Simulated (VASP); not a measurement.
# Si31Ge (a cell with a defect) in VASP: single point with PBE

Aim: the single point of Si31Ge (a cell with a defect) with PBE.

Everything below comes from runs of VASP 6.6.1. Logs are shortened: lines on timing, memory, paths and dates and some standing lists are left out, and cuts for length are marked.

### Step 1. The cell of the first run

The cell holds a defect, 32 atoms: a = 9.488 Å, b = 9.488 Å, c = 9.488 Å, α = 109.47°, β = 109.47°, γ = 109.47°.

### Step 2. Single point, PBE

The input, INCAR:

```
SYSTEM = Si31Ge
PREC = Accurate
ENCUT = 520
EDIFF = 1E-6
ISMEAR = 0
SIGMA = 0.01
LREAL = Auto
LASPH = .True.
NELM = 100
ALGO = Normal
ISIF = 2
LWAVE = .False.
LCHARG = .False.
GGA = PE
NBANDS = 91
```

The input, KPOINTS:

```
Automatic mesh
0
Gamma
  3 3 3
  0.5 0.5 0.5
```

The input, POSCAR:

```
Si31Ge
1.0
   -5.4777801528      5.4777801528      5.4777801528
    5.4777801528     -5.4777801528      5.4777801528
    5.4777801528      5.4777801528     -5.4777801528
Ge Si
1 31
Direct
    0.0000000000      0.0000000000      0.0000000000
    0.0000000000      0.0000000000      0.7457423734
    0.0000000000      0.2503122166      0.4996324985
    0.0000000000      0.2504661459      0.7493223921
    0.0000000000      0.4996324985      0.2503122166
    0.0000000000      0.5000000000      0.5000000000
    0.0000000000      0.7457423734      0.0000000000
    0.0000000000      0.7493223921      0.2504661459
    0.2503122166      0.0000000000      0.4996324985
    0.2504661459      0.0000000000      0.7493223921
    0.2542576266      0.2542576266      0.2542576266
    0.2506776079      0.2506776079      0.5011437538
    0.2503122166      0.4996324985      0.0000000000
    0.2506776079      0.5011437538      0.2506776079
    0.2504661459      0.7493223921      0.0000000000
    0.2493202819      0.7496877834      0.7496877834
    0.4996324985      0.0000000000      0.2503122166
    0.5000000000      0.0000000000      0.5000000000
    0.4996324985      0.2503122166      0.0000000000
    0.5011437538      0.2506776079      0.2506776079
    0.5000000000      0.5000000000      0.0000000000
    0.5003675015      0.5003675015      0.7506797181
    0.5003675015      0.7506797181      0.5003675015
    0.4988562462      0.7495338541      0.7495338541
    0.7457423734      0.0000000000      0.0000000000
    0.7493223921      0.0000000000      0.2504661459
    0.7493223921      0.2504661459      0.0000000000
    0.7496877834      0.2493202819      0.7496877834
    0.7506797181      0.5003675015      0.5003675015
    0.7495338541      0.4988562462      0.7495338541
    0.7496877834      0.7496877834      0.2493202819
    0.7495338541      0.7495338541      0.4988562462
```

Potentials or basis: VASP PAW PBE potentials, release 64 (Ge_d, Si).

The run is started by

```
> cat potpaw_PBE.64/Ge_d/POTCAR potpaw_PBE.64/Si/POTCAR > POTCAR
> mpirun -np 1 vasp_std > vasp.out
```

OUTCAR:

```text
SYSTEM = Si31Ge
   PREC = Accurate
   ENCUT = 520
   EDIFF = 1E-6
   ISMEAR = 0
   LREAL = Auto
   LASPH = .True.
   NELM = 100
   ISIF = 2
   GGA = PE

 ion  position               nearest neighbor table
   1  0.000  0.000  0.000-   2 2.41   7 2.41  11 2.41  25 2.41
   2  0.000  0.000  0.746-   4 2.37  10 2.37  32 2.37   1 2.41
   3  0.000  0.250  0.500-   6 2.37   4 2.37  12 2.37  26 2.37
   4  0.000  0.250  0.749-   2 2.37   3 2.37  13 2.37  28 2.37
   5  0.000  0.500  0.250-   6 2.37   8 2.37  14 2.37  27 2.37
   6  0.000  0.500  0.500-   3 2.37   5 2.37  16 2.37  29 2.37
[... 24 lines left out ...]
  31  0.750  0.750  0.249-  21 2.37  32 2.37  26 2.37   8 2.37
  32  0.750  0.750  0.499-   2 2.37  31 2.37  29 2.37  23 2.37

  LATTYP: Found a body centered cubic cell.
 ALAT       =    10.9555603056

  Lattice vectors:

 A1 = (  -5.4777801528,   5.4777801528,   5.4777801528)
 A2 = (   5.4777801528,  -5.4777801528,   5.4777801528)
 A3 = (   5.4777801528,   5.4777801528,  -5.4777801528)

Analysis of symmetry for initial positions (statically):
=====================================================================
 Subroutine PRICEL returns:
 Original cell was already a primitive cell.

 Routine SETGRP: Setting up the symmetry group for a
 body centered cubic supercell.

 Subroutine GETGRP returns: Found 24 space group operations
 (whereof 24 operations were pure point group operations)
 out of a pool of 48 trial point group operations.

The static configuration has the point symmetry T_d .

Analysis of symmetry for dynamics (positions and initial velocities):
=====================================================================
 Subroutine PRICEL returns:
 Original cell was already a primitive cell.

 Routine SETGRP: Setting up the symmetry group for a
 body centered cubic supercell.

 Subroutine GETGRP returns: Found 24 space group operations
 (whereof 24 operations were pure point group operations)
 out of a pool of 48 trial point group operations.

The dynamic configuration has the point symmetry T_d .

 Subroutine INISYM returns: Found 24 space group operations
 (whereof 24 operations are pure point group operations),
 and found     1 'primitive' translations

----------------------------------------------------------------------------------------

                                     Primitive cell

  volume of cell :     657.4667

  direct lattice vectors                    reciprocal lattice vectors
    -5.477780153  5.477780153  5.477780153     0.000000000  0.091277851  0.091277851
     5.477780153 -5.477780153  5.477780153     0.091277851  0.000000000  0.091277851
     5.477780153  5.477780153 -5.477780153     0.091277851  0.091277851  0.000000000

  length of vectors
     9.487793537  9.487793537  9.487793537     0.129086375  0.129086375  0.129086375

  position of ions in fractional coordinates (direct lattice)
     0.000000000  0.000000000  0.000000000
     0.000000000  0.000000000  0.745742373
     0.000000000  0.250312217  0.499632498
     0.000000000  0.250466146  0.749322392
     0.000000000  0.499632498  0.250312217
     0.000000000  0.500000000  0.500000000
[... 24 lines left out ...]
     0.749687783  0.749687783  0.249320282
     0.749533854  0.749533854  0.498856246

  ion indices of the primitive-cell ions
   primitive index   ion index
                 1           1
                 2           2
                 3           3
                 4           4
                 5           5
                 6           6
[... 24 lines left out ...]
                31          31
                32          32

----------------------------------------------------------------------------------------

 KPOINTS: Automatic mesh

Automatic generation of k-mesh.
 Grid dimensions read from file:
 generate k-points for:    3    3    3

 Generating k-lattice:

  Cartesian coordinates                     Fractional coordinates (reciprocal lattice)
     0.000000000  0.030425950  0.030425950     0.333333333  0.000000000  0.000000000
     0.030425950  0.000000000  0.030425950     0.000000000  0.333333333  0.000000000
     0.030425950  0.030425950  0.000000000     0.000000000  0.000000000  0.333333333

  Length of vectors
     0.043028792  0.043028792  0.043028792

  Shift w.r.t. Gamma in fractional coordinates (k-lattice)
     0.500000000  0.500000000  0.500000000

 Subroutine IBZKPT returns following result:
 ===========================================

 Found      4 irreducible k-points:

 Following reciprocal coordinates:
            Coordinates               Weight
  0.166667  0.166667  0.166667      8.000000
 -0.166667  0.166667  0.166667      6.000000
  0.500000  0.500000  0.166667     12.000000
  0.500000  0.500000  0.500000      1.000000
   k-points           NKPTS =      4   k-points in BZ     NKDIM =      4   number of bands    NBANDS=     91
   number of dos      NEDOS =    301   number of ions     NIONS =     32
   total plane-waves  NPLWV = 373248
   dimension x,y,z NGX =    72 NGY =   72 NGZ =   72
   dimension x,y,z NGXF=   144 NGYF=  144 NGZF=  144
   ions per type =               1  31
   NGX,Y,Z   is equivalent  to a cutoff of  12.62, 12.62, 12.62 a.u.
   NGXF,Y,Z  is equivalent  to a cutoff of  25.23, 25.23, 25.23 a.u.
 SYSTEM =  Si31Ge
   PREC   = accura    normal or accurate (medium, high low for compatibility)
   ISTART =      0    job   : 0-new  1-cont  2-samecut
   ICHARG =      2    charge: 1-file 2-atom 10-const
   ISPIN  =      1    spin polarized calculation?
   LNONCOLLINEAR =      F non collinear calculations
   LSORBIT =      F    spin-orbit coupling
   LASPH  =      T    aspherical Exc in radial PAW
   ENCUT  =  520.0 eV  38.22 Ry    6.18 a.u.  17.64 17.64 17.64*2*pi/ulx,y,z
   NELM   =    100;   NELMIN=  2; NELMDL= -5     # of ELM steps
   EDIFF  = 0.1E-05   stopping-criterion for ELM
   LREAL  =      T    real-space projection
   EDIFFG = 0.1E-04   stopping-criterion for IOM
   NSW    =      0    number of steps for IOM
   IBRION =     -1    ionic relax: 0-MD 1-quasi-New 2-CG
   NFREE  =      0    steps in history (QN), initial steepest desc. (CG)
   ISIF   =      2    stress and relaxation
   ISYM   =      2    0-nonsym 1-usesym 2-fastsym
   POTIM  = 0.5000    time-step for ionic-motion
   TEBEG  =    0.0;   TEEND  =   0.0 temperature during run
   PSTRESS=    0.0 pullay stress
   NELECT =     138.0000    total number of electrons
   NUPDOWN=      -1.0000    fix difference up-down
   EMIN   =  10.00;   EMAX   =-10.00  energy-range for DOS
   EFERMI =   0.00;   METHOD = LEGACY
   ISMEAR =     0;   SIGMA  =   0.01  broadening in eV -4-tet -1-fermi 0-gaus
   EFERMI_NEDOS =   21; number of points for ismear=-14 and -15
   IALGO  =     38    algorithm
   IMIX   =      4    mixing-type and parameters
     AMIX     =   0.40;   BMIX     =  1.00
     AMIX_MAG =   1.60;   BMIX_MAG =  1.00
  volume/ion in A,a.u.               =      20.55       138.65
  Fermi-wavevector in a.u.,A,eV,Ry     =   0.972919  1.838550 12.878880  0.946571
  Thomas-Fermi vector in A             =   2.103256
   LORBIT       =      0    0 simple, 1 ext, 2 COOP (PROOUT), +10 PAW based schemes
   GGA     = PE    functional components
   LHFCALC =     F    Hartree Fock is set to
   AEXX    =    0.0000 exact exchange contribution
   IVDW    =     0    specifies the selected vdW correction
   LEPSILON=     F    determine dielectric tensor
   LRPA    =     F    only Hartree local field effects (RPA)
 non-spin polarized calculation
 Gauss-broadening in eV      SIGMA  =   0.01
  energy-cutoff  :      520.00
  volume of cell :      657.47
 maximum number of plane-waves:     17725
 NGX is ok and might be reduce to    72
   NGX = 35   NGY = 35   NGZ = 35

 number of electron     138.0000001 magnetization

 Free energy of the ion-electron system (eV)
  ---------------------------------------------------
  ext. energy  EPLUGINS =         0.00000000
  ---------------------------------------------------
  free energy    TOTEN  =      -172.64331013 eV

  energy without entropy =     -172.64331013  energy(sigma->0) =     -172.64331013

 E-fermi :   5.2686     XC(G=0):  -9.3421

 val. band max:        5.1597161771   @ k =  -0.1667   0.1667   0.1667
 cond. band min:       6.1850220759   @ k =  -0.1667   0.1667   0.1667
 fundamental gap:      1.0253058988
 Fermi energy:         5.2685939432

 k-point     1 :       0.1667    0.1667    0.1667
  band No.  band energies     occupation
      1     -18.5154      2.00000
      2     -18.5154      2.00000
      3     -18.5154      2.00000
      4     -18.4918      2.00000
      5     -18.4918      2.00000
      6      -5.9091      2.00000
[... 73 lines left out ...]
     80       7.8565      0.00000
     81       7.8565      0.00000

 k-point     2 :      -0.1667    0.1667    0.1667
  band No.  band energies     occupation
      1     -18.5155      2.00000
      2     -18.5154      2.00000
      3     -18.5154      2.00000
      4     -18.4918      2.00000
      5     -18.4918      2.00000
      6      -6.1425      2.00000
[... 73 lines left out ...]
     80       8.0448      0.00000
     81       8.0871      0.00000

 k-point     3 :       0.5000    0.5000    0.1667
  band No.  band energies     occupation
      1     -18.5154      2.00000
      2     -18.5154      2.00000
      3     -18.5154      2.00000
      4     -18.4918      2.00000
      5     -18.4918      2.00000
      6      -5.6966      2.00000
[... 73 lines left out ...]
     80       8.0505      0.00000
     81       8.0631      0.00000

 k-point     4 :       0.5000    0.5000    0.5000
  band No.  band energies     occupation
      1     -18.5154      2.00000
      2     -18.5154      2.00000
      3     -18.5154      2.00000
      4     -18.4918      2.00000
      5     -18.4918      2.00000
      6      -5.3074      2.00000
[... 73 lines left out ...]
     80       8.6319      0.00000
     81       8.6930      0.00000
 [bands above 81 left out]

------------------------ aborting loop because EDIFF is reached ----------------------------------------

  FORCE on cell =-STRESS in cart. coord.  units (eV):
  Direction    XX          YY          ZZ          XY          YZ          ZX
  --------------------------------------------------------------------------------------
  -------------------------------------------------------------------------------------
  Total       -0.2724115     -0.2724115     -0.2724115     -0.0000000     -0.0000000      0.0000000
  in kB       -0.6638383     -0.6638383     -0.6638383     -0.0000000     -0.0000000      0.0000000
  external PRESSURE =      -0.6638383 kB  Pullay stress =       0.0000000 kB

 VOLUME and BASIS-vectors are now :
 -----------------------------------------------------------------------------
  energy-cutoff  :      520.00
  volume of cell :      657.47
      direct lattice vectors                 reciprocal lattice vectors
    -5.477780153  5.477780153  5.477780153     0.000000000  0.091277851  0.091277851
     5.477780153 -5.477780153  5.477780153     0.091277851  0.000000000  0.091277851
     5.477780153  5.477780153 -5.477780153     0.091277851  0.091277851  0.000000000

 POSITION                                       TOTAL-FORCE (eV/Angst)
 -----------------------------------------------------------------------------------
      0.00000      0.00000      0.00000         0.000000      0.000000     -0.000000
      4.08501      4.08501     -4.08501         0.000355      0.000355     -0.000355
      4.10803      1.36572     -1.36572         0.000346     -0.000381      0.000381
      5.47662      2.73262     -2.73262         0.000149     -0.001811      0.001811
      4.10803     -1.36572      1.36572         0.000346      0.000381     -0.000381
      5.47778      0.00000      0.00000         0.000000      0.000000     -0.000000
[... 24 lines left out ...]
      1.36572      1.36572      6.84753        -0.000381     -0.000381     -0.000346
      2.73262      2.73262      5.47894        -0.001811     -0.001811     -0.000149
 -----------------------------------------------------------------------------------
    total drift:                               -0.000000     -0.000000     -0.000002

  FREE ENERGIE OF THE ION-ELECTRON SYSTEM (eV)
  ---------------------------------------------------
  free  energy   TOTEN  =      -172.6433101280 eV

  energy  without entropy=     -172.6433101280  energy(sigma->0) =     -172.64331013
```

Wall time 10 min (1 thread of Intel Xeon 8259CL, shared host); peak memory 0.77 GiB.

What came out:

| Property | Result |
| --- | --- |
| Free energy | -172.6433 eV |
| Pressure | -0.1 GPa |
| Band gap on the k mesh | 1.03 eV |

Forces on the atoms (eV/Å):
```
Ge   0.000  0.000  0.000
Si   0.000  0.000  0.000
Si   0.000  0.000  0.000
Si   0.000 -0.002  0.002
Si   0.000  0.000  0.000
Si   0.000  0.000  0.000
Si   0.000  0.000  0.000
Si   0.000  0.002 -0.002
Si   0.000  0.000  0.000
Si  -0.002  0.000  0.002
Si   0.000  0.000  0.000
Si   0.002  0.002  0.000
Si   0.000  0.000  0.000
Si   0.002  0.000  0.002
Si  -0.002  0.002  0.000
Si   0.000  0.000  0.000
Si   0.000  0.000  0.000
Si   0.000  0.000  0.000
Si   0.000  0.000  0.000
Si   0.000  0.002  0.002
Si   0.000  0.000  0.000
Si   0.000  0.000  0.000
Si   0.000  0.000  0.000
Si   0.000 -0.002 -0.002
Si   0.000  0.000  0.000
Si   0.002  0.000 -0.002
Si   0.002 -0.002  0.000
Si   0.000  0.000  0.000
Si   0.000  0.000  0.000
Si  -0.002  0.000 -0.002
Si   0.000  0.000  0.000
Si  -0.002 -0.002  0.000
```
